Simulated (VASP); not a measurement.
# InP (F-43m) in VASP: further runs

Runs on InP. Level: LDA. Tasks: relaxation of cell and atoms.

All numbers are computed with VASP 6.6.1; they aren't measurements. Logs are shortened: lines on timing, memory, paths and dates and some standing lists are left out, and cuts for length are marked.

**1. The cell of the first run**

Symmetry: F-43m, No. 216, cubic system. Conventional cell: a = 5.861 Å, b = 5.861 Å, c = 5.861 Å, α = 90.00°, β = 90.00°, γ = 90.00°. In (site symmetry -43m) has 4 P at 2.54 Å within 3.3 Å. Within 3.3 Å of P (site symmetry -43m) lie 4 In at 2.54 Å.

**2. Relaxation of cell and atoms, LDA, target pressure 2 GPa, at which the enthalpy is minimised**

INCAR

```
SYSTEM = InP
PREC = Accurate
ENCUT = 500
EDIFF = 1E-7
ISMEAR = 0
SIGMA = 0.01
LREAL = .FALSE.
LASPH = .TRUE.
NELM = 120
ALGO = Normal
ISIF = 3
LWAVE = .FALSE.
LCHARG = .FALSE.
GGA = CA
IBRION = 2
NSW = 80
EDIFFG = -0.02
PSTRESS = 20.0
GGA_COMPAT = .FALSE.
NELMIN = 4
```

KPOINTS

```
regular mesh
0
G
  6 6 6
  0 0 0
```

POSCAR

```
InP
1.0
    0.0000000000      2.9305000000      2.9305000000
    2.9305000000      0.0000000000      2.9305000000
    2.9305000000      2.9305000000      0.0000000000
In P
1 1
Direct
    0.0000000000      0.0000000000      0.0000000000
    0.2500000000      0.2500000000      0.2500000000
```

Potentials or basis: VASP PAW LDA potentials, release 64 (In_d, P).

Launch:

```sh
> cat potpaw_LDA.64/In_d/POTCAR potpaw_LDA.64/P/POTCAR > POTCAR
> mpirun -np 1 vasp_std > vasp.out
```

OUTCAR:

```text
SYSTEM = InP
   PREC = Accurate
   ENCUT = 500
   EDIFF = 1E-7
   ISMEAR = 0
   LREAL = .FALSE.
   LASPH = .TRUE.
   NELM = 120
   ISIF = 3
   GGA = CA
   IBRION = 2
   NSW = 80
   EDIFFG = -0.02
   PSTRESS = 20.0
   NELMIN = 4

 ion  position               nearest neighbor table
   1  0.000  0.000  0.000-   2 2.54   2 2.54   2 2.54   2 2.54
   2  0.250  0.250  0.250-   1 2.54   1 2.54   1 2.54   1 2.54

  LATTYP: Found a face centered cubic cell.
 ALAT       =     5.8610000000

  Lattice vectors:

 A1 = (   0.0000000000,   2.9305000000,   2.9305000000)
 A2 = (   2.9305000000,   0.0000000000,   2.9305000000)
 A3 = (   2.9305000000,   2.9305000000,   0.0000000000)

Analysis of symmetry for initial positions (statically):
=====================================================================
 Subroutine PRICEL returns:
 Original cell was already a primitive cell.

 Routine SETGRP: Setting up the symmetry group for a
 face centered cubic supercell.

 Subroutine GETGRP returns: Found 24 space group operations
 (whereof 24 operations were pure point group operations)
 out of a pool of 48 trial point group operations.

The static configuration has the point symmetry T_d .

Analysis of symmetry for dynamics (positions and initial velocities):
=====================================================================
 Subroutine PRICEL returns:
 Original cell was already a primitive cell.

 Routine SETGRP: Setting up the symmetry group for a
 face centered cubic supercell.

 Subroutine GETGRP returns: Found 24 space group operations
 (whereof 24 operations were pure point group operations)
 out of a pool of 48 trial point group operations.

The dynamic configuration has the point symmetry T_d .

 Subroutine INISYM returns: Found 24 space group operations
 (whereof 24 operations are pure point group operations),
 and found     1 'primitive' translations

----------------------------------------------------------------------------------------

                                     Primitive cell

  volume of cell :      50.3333

  direct lattice vectors                    reciprocal lattice vectors
     0.000000000  2.930500000  2.930500000    -0.170619348  0.170619348  0.170619348
     2.930500000  0.000000000  2.930500000     0.170619348 -0.170619348  0.170619348
     2.930500000  2.930500000  0.000000000     0.170619348  0.170619348 -0.170619348

  length of vectors
     4.144352845  4.144352845  4.144352845     0.295521380  0.295521380  0.295521380

  position of ions in fractional coordinates (direct lattice)
     0.000000000  0.000000000  0.000000000
     0.250000000  0.250000000  0.250000000

  ion indices of the primitive-cell ions
   primitive index   ion index
                 1           1
                 2           2

----------------------------------------------------------------------------------------

 KPOINTS: regular mesh

Automatic generation of k-mesh.
 Grid dimensions read from file:
 generate k-points for:    6    6    6

 Generating k-lattice:

  Cartesian coordinates                     Fractional coordinates (reciprocal lattice)
    -0.028436558  0.028436558  0.028436558     0.166666667  0.000000000  0.000000000
     0.028436558 -0.028436558  0.028436558     0.000000000  0.166666667  0.000000000
     0.028436558  0.028436558 -0.028436558     0.000000000  0.000000000  0.166666667

  Length of vectors
     0.049253563  0.049253563  0.049253563

  Shift w.r.t. Gamma in fractional coordinates (k-lattice)
     0.000000000  0.000000000  0.000000000

 Subroutine IBZKPT returns following result:
 ===========================================

 Found     16 irreducible k-points:

 Following reciprocal coordinates:
            Coordinates               Weight
  0.000000  0.000000  0.000000      1.000000
  0.166667  0.000000  0.000000      8.000000
  0.333333  0.000000  0.000000      8.000000
  0.500000  0.000000  0.000000      4.000000
  0.166667  0.166667  0.000000      6.000000
  0.333333  0.166667  0.000000     24.000000
[... 8 lines left out ...]
 -0.333333  0.333333  0.166667     24.000000
 -0.333333  0.500000  0.166667     12.000000
   k-points           NKPTS =     16   k-points in BZ     NKDIM =     16   number of bands    NBANDS=     13
   number of dos      NEDOS =    301   number of ions     NIONS =      2
   total plane-waves  NPLWV =  27000
   dimension x,y,z NGX =    30 NGY =   30 NGZ =   30
   dimension x,y,z NGXF=    60 NGYF=   60 NGZF=   60
   ions per type =               1   1
   NGX,Y,Z   is equivalent  to a cutoff of  12.03, 12.03, 12.03 a.u.
   NGXF,Y,Z  is equivalent  to a cutoff of  24.07, 24.07, 24.07 a.u.
 SYSTEM =  InP
   PREC   = accura    normal or accurate (medium, high low for compatibility)
   ISTART =      0    job   : 0-new  1-cont  2-samecut
   ICHARG =      2    charge: 1-file 2-atom 10-const
   ISPIN  =      1    spin polarized calculation?
   LNONCOLLINEAR =      F non collinear calculations
   LSORBIT =      F    spin-orbit coupling
   LASPH  =      T    aspherical Exc in radial PAW
   ENCUT  =  500.0 eV  36.75 Ry    6.06 a.u.   7.56  7.56  7.56*2*pi/ulx,y,z
   NELM   =    120;   NELMIN=  4; NELMDL= -5     # of ELM steps
   EDIFF  = 0.1E-06   stopping-criterion for ELM
   LREAL  =      F    real-space projection
   EDIFFG = -.2E-01   stopping-criterion for IOM
   NSW    =     80    number of steps for IOM
   IBRION =      2    ionic relax: 0-MD 1-quasi-New 2-CG
   NFREE  =      1    steps in history (QN), initial steepest desc. (CG)
   ISIF   =      3    stress and relaxation
   ISYM   =      2    0-nonsym 1-usesym 2-fastsym
   POTIM  = 0.5000    time-step for ionic-motion
   TEBEG  =    0.0;   TEEND  =   0.0 temperature during run
   PSTRESS=   20.0 pullay stress
   NELECT =      18.0000    total number of electrons
   NUPDOWN=      -1.0000    fix difference up-down
   EMIN   =  10.00;   EMAX   =-10.00  energy-range for DOS
   EFERMI =   0.00;   METHOD = LEGACY
   ISMEAR =     0;   SIGMA  =   0.01  broadening in eV -4-tet -1-fermi 0-gaus
   EFERMI_NEDOS =   21; number of points for ismear=-14 and -15
   IALGO  =     38    algorithm
   IMIX   =      4    mixing-type and parameters
     AMIX     =   0.40;   BMIX     =  1.00
     AMIX_MAG =   1.60;   BMIX_MAG =  1.00
  volume/ion in A,a.u.               =      25.17       169.83
  Fermi-wavevector in a.u.,A,eV,Ry     =   1.162021  2.195901 18.371846  1.350293
  Thomas-Fermi vector in A             =   2.298587
   LORBIT       =      0    0 simple, 1 ext, 2 COOP (PROOUT), +10 PAW based schemes
   GGA     = CA    functional components
   LHFCALC =     F    Hartree Fock is set to
   AEXX    =    0.0000 exact exchange contribution
   IVDW    =     0    specifies the selected vdW correction
   LEPSILON=     F    determine dielectric tensor
   LRPA    =     F    only Hartree local field effects (RPA)
 conjugate gradient relaxation of ions
 non-spin polarized calculation
 Gauss-broadening in eV      SIGMA  =   0.01
  energy-cutoff  :      500.00
  volume of cell :       50.33
 maximum number of plane-waves:      1303
   NGX = 15   NGY = 15   NGZ = 15

--------------------------------------- Ionic step        1  -------------------------------------------

 number of electron      18.0000009 magnetization

 Free energy of the ion-electron system (eV)
  ---------------------------------------------------
  ext. energy  EPLUGINS =         0.00000000
  ---------------------------------------------------
  free energy    TOTEN  =        -9.65678647 eV

  energy without entropy =       -9.65678647  energy(sigma->0) =       -9.65678647

------------------------ aborting loop because EDIFF is reached ----------------------------------------

  FORCE on cell =-STRESS in cart. coord.  units (eV):
  Direction    XX          YY          ZZ          XY          YZ          ZX
  --------------------------------------------------------------------------------------
  -------------------------------------------------------------------------------------
  Total       -0.3760527     -0.3760527     -0.3760527      0.0000000      0.0000000      0.0000000
  in kB      -11.9702757    -11.9702757    -11.9702757      0.0000000      0.0000000      0.0000000
  external PRESSURE =     -31.9702757 kB  Pullay stress =      20.0000000 kB

 VOLUME and BASIS-vectors are now :
 -----------------------------------------------------------------------------
  energy-cutoff  :      500.00
  volume of cell :       50.33
      direct lattice vectors                 reciprocal lattice vectors
     0.000000000  2.930500000  2.930500000    -0.170619348  0.170619348  0.170619348
     2.930500000  0.000000000  2.930500000     0.170619348 -0.170619348  0.170619348
     2.930500000  2.930500000  0.000000000     0.170619348  0.170619348 -0.170619348
[... 46 lines left out ...]
  FREE ENERGIE OF THE ION-ELECTRON SYSTEM (eV)
  ---------------------------------------------------
  free  energy   TOTEN  =        -9.6231765558 eV

  energy  without entropy=       -9.6231765558  energy(sigma->0) =       -9.62317656

  enthalpy is  TOTEN    =        -9.0394337610 eV   P V=        0.5837427948

--------------------------------------- Ionic step        3  -------------------------------------------

 number of electron      18.0000006 magnetization

 Free energy of the ion-electron system (eV)
  ---------------------------------------------------
  ext. energy  EPLUGINS =         0.00000000
  ---------------------------------------------------
  free energy    TOTEN  =        -9.65229299 eV

  energy without entropy =       -9.65229299  energy(sigma->0) =       -9.65229299

 E-fermi :   5.6112     XC(G=0):  -9.7972

 val. band max:        5.5076969552   @ k =   0.0000   0.0000   0.0000
 cond. band min:       6.2495697637   @ k =   0.0000   0.0000   0.0000
 fundamental gap:      0.7418728086
 Fermi energy:         5.6112420751

 k-point     1 :       0.0000    0.0000    0.0000
  band No.  band energies     occupation
      1      -8.7873      2.00000
      2      -8.7873      2.00000
      3      -8.7873      2.00000
      4      -8.6097      2.00000
      5      -8.6097      2.00000
      6      -6.3470      2.00000
      7       5.5077      2.00000
      8       5.5077      2.00000
      9       5.5077      2.00000
     10       6.2496      0.00000
     11       9.4608      0.00000
     12       9.4608      0.00000
     13       9.4608      0.00000

 k-point     2 :       0.1667    0.0000    0.0000
  band No.  band energies     occupation
      1      -8.8258      2.00000
      2      -8.7727      2.00000
      3      -8.7727      2.00000
      4      -8.6093      2.00000
      5      -8.6093      2.00000
      6      -6.0084      2.00000
      7       3.2338      2.00000
      8       5.1712      2.00000
      9       5.1712      2.00000
     10       7.2950      0.00000
     11       9.9259      0.00000
[... 246 lines left out ...]
 POSITION                                       TOTAL-FORCE (eV/Angst)
 -----------------------------------------------------------------------------------
      0.00000      0.00000      0.00000         0.000000      0.000000      0.000000
      1.44423      1.44423      1.44423        -0.000000     -0.000000     -0.000000
 -----------------------------------------------------------------------------------
    total drift:                               -0.000000     -0.000000     -0.000000

  FREE ENERGIE OF THE ION-ELECTRON SYSTEM (eV)
  ---------------------------------------------------
  free  energy   TOTEN  =        -9.6522929924 eV

  energy  without entropy=       -9.6522929924  energy(sigma->0) =       -9.65229299

  enthalpy is  TOTEN    =        -9.0506418140 eV   P V=        0.6016511784

 reached required accuracy - stopping structural energy minimisation
```

Run time: 14 s. Hardware: 1 thread of Intel Xeon Platinum 8488C (Sapphire Rapids), shared host; peak memory 0.15 GiB.

Results:

| Quantity | Value |
| --- | --- |
| Free energy | -9.6523 eV |
| Relaxed volume | 24.10 Å³/atom |
| Relaxed cell | a = 4.085 Å, b = 4.085 Å, c = 4.085 Å, α = 60.00°, β = 60.00°, γ = 60.00° |
| Space group after relaxing (to 0.05 Å) | F-43m (No. 216) |
| Energy change on relaxing (the enthalpy is what falls) | +2.2 meV/atom |
| Ionic steps | 3 |
| Pressure after relaxing | 2.0 GPa |
| Band gap on the k mesh | 0.74 eV, direct |

Step by step:
| step | energy change (eV) | largest force (eV/Å) | pressure (GPa) | volume (Å³) |
| --- | --- | --- | --- | --- |
| 1 | 0.0000 | 0.0000 | -1.20 | 50.33 |
| 2 | 0.0336 | 0.0000 | 4.58 | 46.76 |
| 3 | 0.0045 | 0.0000 | 1.99 | 48.20 |

Final structure:
```
In P
1.0
     0.00000    2.88845    2.88845
     2.88845    0.00000    2.88845
     2.88845    2.88845    0.00000
In P
1 1
Direct
  0.00000 0.00000 0.00000
  0.25000 0.25000 0.25000
```

Levels at points of the mesh, in eV from the valence-band top:
| k point | band 7 | band 8 | band 9 | band 10 | band 11 | band 12 |
| --- | --- | --- | --- | --- | --- | --- |
| (0.00, 0.00, 0.00) | 0.00 | 0.00 | 0.00 | 0.74 | 3.95 | 3.95 |
| (0.50, 0.00, 0.00) | -6.07 | -1.06 | -1.06 | 1.43 | 4.70 | 4.70 |
| (0.50, 0.50, 0.00) | -6.06 | -2.51 | -2.51 | 1.52 | 2.11 | 9.27 |

Caveat: the cell is relaxed towards a set pressure, so the enthalpy falls and the energy may rise; spin-orbit coupling is left out, which moves the levels of the heavy elements.

**3. Relaxation of cell and atoms, LDA, target pressure 5 GPa, at which the enthalpy is minimised**

INCAR: that of step 2 with these lines changed.

```diff
@@ -13,3 +13,2 @@
 LCHARG = .FALSE.
-GGA = CA
 IBRION = 2
@@ -17,3 +16,3 @@
 EDIFFG = -0.02
-PSTRESS = 20.0
+PSTRESS = 50.0
 GGA_COMPAT = .FALSE.
```

KPOINTS is that of step 2.

POSCAR is that of step 2.

Potentials or basis: VASP PAW LDA potentials, release 64 (In_d, P).

Launch:

```sh
> cat potpaw_LDA.64/In_d/POTCAR potpaw_LDA.64/P/POTCAR > POTCAR
> mpirun -np 1 vasp_std > vasp.out
```

It took 14 s on 1 thread of Intel Xeon Platinum 8488C (Sapphire Rapids), shared host; peak memory 0.16 GiB.

Results (log left out):

```
Free energy                                            : -9.6181 eV
Relaxed volume                                         : 23.30 Å³/atom
Relaxed cell                                           : a = 4.039 Å, b = 4.039 Å, c = 4.039 Å, α = 60.00°, β = 60.00°, γ = 60.00°
Space group after relaxing (to 0.05 Å)                 : F-43m (No. 216)
Energy change on relaxing (the enthalpy is what falls) : +19.4 meV/atom
Ionic steps                                            : 3
Pressure after relaxing                                : 4.9 GPa
Band gap on the k mesh                                 : 0.92 eV, direct
```

The path:
```csv
step,energy change (eV),largest force (eV/Å),pressure (GPa),volume (Å³)
1,0.0000,0.0000,-1.20,50.33
2,0.1958,0.0000,12.15,43.57
3,0.0387,0.0000,4.91,46.59
```

Final structure:
```cif
data_structure
_symmetry_space_group_name_H-M 'P 1'
_symmetry_Int_Tables_number 1
_cell_length_a 4.0390
_cell_length_b 4.0390
_cell_length_c 4.0390
_cell_angle_alpha 60.000
_cell_angle_beta 60.000
_cell_angle_gamma 60.000
_cell_volume 46.59
loop_
_atom_site_label
_atom_site_type_symbol
_atom_site_fract_x
_atom_site_fract_y
_atom_site_fract_z
_atom_site_occupancy
In1 In 0.00000 0.00000 0.00000 1
P1 P 0.25000 0.25000 0.25000 1
```

Levels at points of the mesh, in eV from the valence-band top:
```tsv
k point	band 5	band 6	band 7	band 8	band 9	band 10	band 11	band 12	band 13
(0.00, 0.00, 0.00)	-14.19	-12.11	0.00	0.00	0.00	0.92	3.94	3.94	3.94
(0.50, 0.00, 0.00)	-14.17	-10.08	-6.27	-1.11	-1.11	1.51	4.70	4.70	7.02
(0.50, 0.50, 0.00)	-14.14	-9.32	-6.22	-2.64	-2.64	1.45	2.10	9.49	9.95
```

Caveat: the cell is relaxed towards a set pressure, so the enthalpy falls and the energy may rise; spin-orbit coupling is left out, which moves the levels of the heavy elements. Zero-point motion and thermal expansion aren't in these numbers.

**4. Relaxation of cell and atoms, LDA, target pressure 10 GPa, at which the enthalpy is minimised**

INCAR

```
ALGO = Normal
EDIFF = 1E-7
EDIFFG = -0.02
ENCUT = 500
GGA = CA
GGA_COMPAT = F
IBRION = 2
ISIF = 3
ISMEAR = 0
LASPH = T
LCHARG = F
LREAL = F
LWAVE = F
NELM = 120
NELMIN = 4
NSW = 80
PREC = Accurate
PSTRESS = 100.0
SIGMA = 0.01
```

KPOINTS

```
k-points
0
Gamma
  6 6 6
```

POSCAR is that of step 3.

Launch:

```sh
> cat potpaw_LDA.64/In_d/POTCAR potpaw_LDA.64/P/POTCAR > POTCAR
> mpirun -np 1 vasp_std > vasp.out
```

It took 18 s on 1 thread of Intel Xeon Platinum 8488C (Sapphire Rapids), shared host; peak memory 0.15 GiB.

The run converged. Its results:

* Free energy: -9.5168 eV
* Relaxed volume: 22.19 Å³/atom
* Relaxed cell: a = 3.974 Å, b = 3.974 Å, c = 3.974 Å, α = 60.00°, β = 60.00°, γ = 60.00°
* Space group after relaxing (to 0.05 Å): F-43m (No. 216)
* Energy change on relaxing (the enthalpy is what falls): +70.0 meV/atom
* Ionic steps: 4
* Pressure after relaxing: 9.9 GPa
* Band gap on the k mesh: 1.18 eV, direct

The path:
```tsv
step	energy change (eV)	largest force (eV/Å)	pressure (GPa)	volume (Å³)
1	0.0000	0.0000	-1.20	50.33
2	0.8420	0.0000	31.16	38.58
3	0.1308	0.0000	9.55	44.53
4	0.1400	0.0000	9.95	44.38
```

Final structure:
```
CELL_PARAMETERS angstrom
0.00000 2.81008 2.81008
2.81008 0.00000 2.81008
2.81008 2.81008 0.00000
ATOMIC_POSITIONS crystal
In 0.00000 0.00000 0.00000
P 0.25000 0.25000 0.25000
```

Levels at points of the mesh, in eV from the valence-band top:
| k point | band 5 | band 6 | band 7 | band 8 | band 9 | band 10 | band 11 | band 12 | band 13 |
| --- | --- | --- | --- | --- | --- | --- | --- | --- | --- |
| (0.00, 0.00, 0.00) | -14.31 | -12.50 | 0.00 | 0.00 | 0.00 | 1.18 | 3.92 | 3.92 | 3.92 |
| (0.50, 0.00, 0.00) | -14.29 | -10.28 | -6.57 | -1.20 | -1.20 | 1.62 | 4.68 | 4.68 | 7.07 |
| (0.50, 0.50, 0.00) | -14.25 | -9.46 | -6.46 | -2.83 | -2.83 | 1.36 | 2.06 | 9.82 | 10.27 |

Caveat: the cell is relaxed towards a set pressure, so the enthalpy falls and the energy may rise; spin-orbit coupling is left out, which moves the levels of the heavy elements.

**5. Overview**

| cell | gap on the mesh (eV) | pressure (GPa) |
| --- | --- | --- |
| relaxed to 2 GPa | 0.74 | 2.0 |
| relaxed to 5 GPa | 0.92 | 4.9 |
| relaxed to 10 GPa | 1.18 | 9.9 |

Alike in all rows: task relaxation of cell and atoms; level LDA; potentials or basis VASP PAW LDA potentials, release 64 (In_d, P); no spin polarisation; k mesh 6 × 6 × 6; cutoff (eV) 500; smearing gaussian 0.01 eV.

Caveats: the cell is relaxed towards a set pressure, so the enthalpy falls and the energy may rise; spin-orbit coupling is left out, which moves the levels of the heavy elements.

Total energies depend on the potentials used, so only differences within one code and one set of settings carry meaning.
